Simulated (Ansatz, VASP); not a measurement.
**SiC: VASP beside Ansatz**

```
Si C
1.0
     0.00000    2.04581    2.45497
     2.04581    0.00000    2.45497
     2.04581    2.04581    0.00000
Si C
1 1
Direct
  0.00000 0.00000 0.00000
  0.75000 0.75000 0.75000
```

Alike in both runs: task single point; functional PBEsol; k mesh 12 × 12 × 12; occupations gaussian, width 0.05 eV; no spin polarisation.

|  | VASP | Ansatz |
| --- | --- | --- |
| version | VASP 6.6.1 | Ansatz 0.2.0 |
| potentials or method | VASP PAW PBE potentials, release 64 (Si, C), cutoff 520 eV | scalar-relativistic, plane waves, PAW |
| valence electrons in the cell | 8 | 8 |

```tsv
	VASP	Ansatz	Ansatz less VASP
gap on the k mesh at the Fermi level (eV)	0.15	0.16	+0.010
least direct gap on the mesh (eV)	3.04	3.04	+0.004
pressure (GPa)	-0.1	-0.5	-0.37
traceless stress, the component that is largest in VASP (GPa)	-43.44	-43.44	+0.001
```

VASP's potentials were made for PBE, not for PBEsol.
